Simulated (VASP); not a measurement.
# Sb (P2_1/m) in VASP: single point with PBEsol

Aim: the single point of Sb with PBEsol.

Program: VASP 6.6.1. These are calculated values, not measurements. Logs are shortened: lines on timing, memory, paths and dates and some standing lists are left out, and cuts for length are marked.

### 1 The cell of the first run

It takes space group P2_1/m (No. 11, monoclinic). Conventional cell: a = 3.369 Å, b = 5.330 Å, c = 3.369 Å, α = 90.00°, β = 120.00°, γ = 90.00°. Within 4.2 Å of Sb (site symmetry m) lie 12 Sb at 3.20 to 3.41 Å.

### 2 Single point, PBEsol (atom 1 (Sb) moved by (-0.200, +0.000) A along x and z)

File INCAR:

```
  PREC = Accurate
  ENCUT = 520
  EDIFF = 1E-6
  ISMEAR = 0
  SIGMA = 0.15
  LREAL = False
  LASPH = True
  NELM = 100
  ALGO = Normal
  ISIF = 2
  LWAVE = False
  LCHARG = False
  GGA = PS
  NBANDS = 12
```

File KPOINTS:

```
Automatic mesh
0
Gamma
  18 18 10
```

File POSCAR:

```
Sb
1.0
    3.3690001795      0.0000000000      0.0000000000
   -1.6845000898      2.9176397408      0.0000000000
    0.0000000000      0.0000000000      5.3300000000
Sb
2
Direct
    0.2739685398      0.6666666667      0.2500000000
    0.6666666667      0.3333333333      0.7500000000
```

Potentials or basis: VASP PAW PBE potentials, release 64 (Sb).

On the command line:

```
$ cat potpaw_PBE.64/Sb/POTCAR > POTCAR
$ mpirun -np 1 vasp_std > vasp.out
```

OUTCAR:

```text
PREC = Accurate
   ENCUT = 520
   EDIFF = 1E-6
   ISMEAR = 0
   LREAL = False
   LASPH = True
   NELM = 100
   ISIF = 2
   GGA = PS

 ion  position               nearest neighbor table
   1  0.274  0.667  0.250-   2 3.20   2 3.20   2 3.31   2 3.31   2 3.41   2 3.41
   2  0.667  0.333  0.750-   1 3.20   1 3.20   1 3.31   1 3.31   1 3.41   1 3.41

  LATTYP: Found a hexagonal cell.
 ALAT       =     3.3690001795
 C/A-ratio  =     1.5820717471

  Lattice vectors:

 A1 = (   3.3690001795,   0.0000000000,   0.0000000000)
 A2 = (  -1.6845000898,   2.9176397408,   0.0000000000)
 A3 = (   0.0000000000,   0.0000000000,   5.3300000000)

Analysis of symmetry for initial positions (statically):
=====================================================================
 Subroutine PRICEL returns:
 Original cell was already a primitive cell.

 Routine SETGRP: Setting up the symmetry group for a
 hexagonal supercell.

 Subroutine GETGRP returns: Found  4 space group operations
 (whereof  1 operations were pure point group operations)
 out of a pool of 24 trial point group operations.

The static configuration has the point symmetry C_1 .
 The point group associated with its full space group is C_2h.

Analysis of symmetry for dynamics (positions and initial velocities):
=====================================================================
 Subroutine PRICEL returns:
 Original cell was already a primitive cell.

 Routine SETGRP: Setting up the symmetry group for a
 hexagonal supercell.

 Subroutine GETGRP returns: Found  4 space group operations
 (whereof  1 operations were pure point group operations)
 out of a pool of 24 trial point group operations.

The dynamic configuration has the point symmetry C_1 .
 The point group associated with its full space group is C_2h.

 Subroutine INISYM returns: Found  4 space group operations
 (whereof  1 operations are pure point group operations),
 and found     1 'primitive' translations

----------------------------------------------------------------------------------------

                                     Primitive cell

  volume of cell :      52.3914

  direct lattice vectors                    reciprocal lattice vectors
     3.369000179  0.000000000  0.000000000     0.296823968  0.171371398  0.000000000
    -1.684500090  2.917639741  0.000000000     0.000000000  0.342742795  0.000000000
     0.000000000  0.000000000  5.330000000     0.000000000  0.000000000  0.187617261

  length of vectors
     3.369000179  3.369000180  5.330000000     0.342742795  0.342742795  0.187617261

  position of ions in fractional coordinates (direct lattice)
     0.273968540  0.666666667  0.250000000
     0.666666667  0.333333333  0.750000000

  ion indices of the primitive-cell ions
   primitive index   ion index
                 1           1
                 2           2

----------------------------------------------------------------------------------------

 KPOINTS: Automatic mesh

Automatic generation of k-mesh.
 Grid dimensions read from file:
 generate k-points for:   18   18   10

 Generating k-lattice:

  Cartesian coordinates                     Fractional coordinates (reciprocal lattice)
     0.016490220  0.009520633  0.000000000     0.055555556 -0.000000000  0.000000000
     0.000000000  0.019041266  0.000000000     0.000000000  0.055555556  0.000000000
     0.000000000  0.000000000  0.018761726     0.000000000  0.000000000  0.100000000

  Length of vectors
     0.019041266  0.019041266  0.018761726

  Shift w.r.t. Gamma in fractional coordinates (k-lattice)
     0.000000000  0.000000000  0.000000000

 Subroutine IBZKPT returns following result:
 ===========================================

 Found    984 irreducible k-points:

 Following reciprocal coordinates:
            Coordinates               Weight
  0.000000  0.000000  0.000000      1.000000
  0.055556  0.000000  0.000000      2.000000
  0.000000  0.055556  0.000000      2.000000
 -0.055556  0.055556  0.000000      2.000000
  0.111111  0.000000  0.000000      2.000000
  0.000000  0.111111  0.000000      2.000000
[... 16 lines left out ...]
  0.444444 -0.000000  0.000000      2.000000
  0.000000  0.444444  0.000000      2.000000
 [... further k-points ...]
   k-points           NKPTS =    984   k-points in BZ     NKDIM =    984   number of bands    NBANDS=     12
   number of dos      NEDOS =    301   number of ions     NIONS =      2
   total plane-waves  NPLWV =  31360
   dimension x,y,z NGX =    28 NGY =   28 NGZ =   40
   dimension x,y,z NGXF=    56 NGYF=   56 NGZF=   80
   ions per type =               2
   NGX,Y,Z   is equivalent  to a cutoff of  13.82, 13.82, 12.48 a.u.
   NGXF,Y,Z  is equivalent  to a cutoff of  27.63, 27.63, 24.95 a.u.
 SYSTEM =  unknown system
   PREC   = accura    normal or accurate (medium, high low for compatibility)
   ISTART =      0    job   : 0-new  1-cont  2-samecut
   ICHARG =      2    charge: 1-file 2-atom 10-const
   ISPIN  =      1    spin polarized calculation?
   LNONCOLLINEAR =      F non collinear calculations
   LSORBIT =      F    spin-orbit coupling
   LASPH  =      T    aspherical Exc in radial PAW
   ENCUT  =  520.0 eV  38.22 Ry    6.18 a.u.   6.26  6.26  9.91*2*pi/ulx,y,z
   NELM   =    100;   NELMIN=  2; NELMDL= -5     # of ELM steps
   EDIFF  = 0.1E-05   stopping-criterion for ELM
   LREAL  =      F    real-space projection
   EDIFFG = 0.1E-04   stopping-criterion for IOM
   NSW    =      0    number of steps for IOM
   IBRION =     -1    ionic relax: 0-MD 1-quasi-New 2-CG
   NFREE  =      0    steps in history (QN), initial steepest desc. (CG)
   ISIF   =      2    stress and relaxation
   ISYM   =      2    0-nonsym 1-usesym 2-fastsym
   POTIM  = 0.5000    time-step for ionic-motion
   TEBEG  =    0.0;   TEEND  =   0.0 temperature during run
   PSTRESS=    0.0 pullay stress
   NELECT =      10.0000    total number of electrons
   NUPDOWN=      -1.0000    fix difference up-down
   EMIN   =  10.00;   EMAX   =-10.00  energy-range for DOS
   EFERMI =   0.00;   METHOD = LEGACY
   ISMEAR =     0;   SIGMA  =   0.15  broadening in eV -4-tet -1-fermi 0-gaus
   EFERMI_NEDOS =   21; number of points for ismear=-14 and -15
   IALGO  =     38    algorithm
   IMIX   =      4    mixing-type and parameters
     AMIX     =   0.40;   BMIX     =  1.00
     AMIX_MAG =   1.60;   BMIX_MAG =  1.00
  volume/ion in A,a.u.               =      26.20       176.78
  Fermi-wavevector in a.u.,A,eV,Ry     =   0.942587  1.781231 12.088376  0.888471
  Thomas-Fermi vector in A             =   2.070211
   LORBIT       =      0    0 simple, 1 ext, 2 COOP (PROOUT), +10 PAW based schemes
   GGA     = PS    functional components
   LHFCALC =     F    Hartree Fock is set to
   AEXX    =    0.0000 exact exchange contribution
   IVDW    =     0    specifies the selected vdW correction
   LEPSILON=     F    determine dielectric tensor
   LRPA    =     F    only Hartree local field effects (RPA)
 non-spin polarized calculation
 Gauss-broadening in eV      SIGMA  =   0.15
  energy-cutoff  :      520.00
  volume of cell :       52.39
 maximum number of plane-waves:      1448
 NGX is ok and might be reduce to    28
   NGX = 13   NGY = 13   NGZ = 19

 number of electron      10.0000000 magnetization

 Free energy of the ion-electron system (eV)
  ---------------------------------------------------
  ext. energy  EPLUGINS =         0.00000000
  ---------------------------------------------------
  free energy    TOTEN  =        -8.68136354 eV

  energy without entropy =       -8.66600361  energy(sigma->0) =       -8.67368358

 E-fermi :   8.7174     XC(G=0): -10.4491

 val. band max:        8.7170142419   @ k =  -0.1111   0.2778   0.4000
 cond. band min:       8.7189619555   @ k =  -0.2222  -0.4444   0.2000
 fundamental gap:      0.0019477136
 Fermi energy:         8.7173840566

 k-point     1 :       0.0000    0.0000    0.0000
  band No.  band energies     occupation
      1      -4.4258      2.00000
      2      -0.1868      2.00000
      3       2.7826      2.00000
      4      11.8168      0.00000
      5      12.4166      0.00000
      6      13.4598      0.00000
      7      14.2223      0.00000
      8      14.8336      0.00000
      9      16.2006      0.00000
     10      17.5270      0.00000
     11      18.3589      0.00000
     12      19.0546      0.00000

 k-point     2 :       0.0556    0.0000    0.0000
  band No.  band energies     occupation
      1      -4.3712      2.00000
      2      -0.1407      2.00000
      3       2.8406      2.00000
      4      11.2793      0.00000
      5      12.0873      0.00000
      6      13.5371      0.00000
      7      13.9694      0.00000
      8      14.7204      0.00000
      9      16.6498      0.00000
     10      17.1636      0.00000
     11      18.7675      0.00000
     12      18.9021      0.00000

 k-point     3 :       0.0000    0.0556    0.0000
  band No.  band energies     occupation
      1      -4.3715      2.00000
      2      -0.1401      2.00000
      3       2.8395      2.00000
      4      11.3473      0.00000
      5      12.0361      0.00000
      6      13.3199      0.00000
      7      14.1876      0.00000
      8      14.7380      0.00000
      9      16.5309      0.00000
     10      17.3618      0.00000
     11      18.6905      0.00000
     12      18.8942      0.00000
[... 286 lines left out ...]
 k-point    23 :       0.4444   -0.0000    0.0000
  band No.  band energies     occupation
      1      -1.1024      2.00000
      2       0.6097      2.00000
      3       4.5151      2.00000
      4       6.2090      2.00000
      5       6.2570      2.00000
      6       8.5202      1.93694
      7       8.9650      0.01957
      8      12.3799      0.00000
      9      13.2587      0.00000
     10      16.6443      0.00000
     11      17.5213      0.00000
     12      17.8341      0.00000

 k-point    24 :       0.0000    0.4444    0.0000
  band No.  band energies     occupation
      1      -1.2273      2.00000
      2       0.8493      2.00000
      3       4.3379      2.00000
      4       6.0049      2.00000
      5       6.2880      2.00000
      6       8.9611      0.02159
      7       8.9944      0.00901
      8      12.0449      0.00000
      9      13.6036      0.00000
     10      16.3432      0.00000
     11      17.4286      0.00000
     12      17.8064      0.00000

 [... further k-points ...]

------------------------ aborting loop because EDIFF is reached ----------------------------------------

  FORCE on cell =-STRESS in cart. coord.  units (eV):
  Direction    XX          YY          ZZ          XY          YZ          ZX
  --------------------------------------------------------------------------------------
  -------------------------------------------------------------------------------------
  Total       -0.2200668     -0.2043664      0.4418327      0.1681833      0.0000000      0.0000000
  in kB       -6.7298460     -6.2497146     13.5116542      5.1432026      0.0000000      0.0000000
  external PRESSURE =       0.1773645 kB  Pullay stress =       0.0000000 kB

 VOLUME and BASIS-vectors are now :
 -----------------------------------------------------------------------------
  energy-cutoff  :      520.00
  volume of cell :       52.39
      direct lattice vectors                 reciprocal lattice vectors
     3.369000179  0.000000000  0.000000000     0.296823968  0.171371398  0.000000000
    -1.684500090  2.917639741  0.000000000     0.000000000  0.342742795  0.000000000
     0.000000000  0.000000000  5.330000000     0.000000000  0.000000000  0.187617261

 POSITION                                       TOTAL-FORCE (eV/Angst)
 -----------------------------------------------------------------------------------
     -0.20000      1.94509      1.33250        -0.033257     -0.015609      0.000000
      1.68450      0.97255      3.99750         0.033257      0.015609     -0.000000
 -----------------------------------------------------------------------------------
    total drift:                                0.000000      0.000000      0.000000

  FREE ENERGIE OF THE ION-ELECTRON SYSTEM (eV)
  ---------------------------------------------------
  free  energy   TOTEN  =        -8.6813635437 eV

  energy  without entropy=       -8.6660036148  energy(sigma->0) =       -8.67368358
```

Run time: 9.7 min. Hardware: 1 thread of Intel Xeon 8259CL, shared host; peak memory 0.62 GiB.

What came out:

- Free energy: -8.6814 eV
- Pressure: 0.0 GPa
- Largest force: 0.037 eV/Å
- Band gap on the k mesh: zero (bands 5 and 6 overlap by 7.51 eV)

Forces in eV/Å, atoms in the order of the input:
```
Sb  -0.033 -0.016  0.000
Sb   0.033  0.016  0.000
```

Stress tensor (GPa, compression positive):
```
-0.67  0.51  0.00
 0.51 -0.62  0.00
 0.00  0.00  1.35
```

Caveat: the cell differs from its parent crystal (atom 1 (Sb) moved by (-0.200, +0.000) A along x and z); the PAW data sets were made with another functional, which shifts forces and pressure a little; spin-orbit coupling is left out, which moves the levels of the heavy elements.
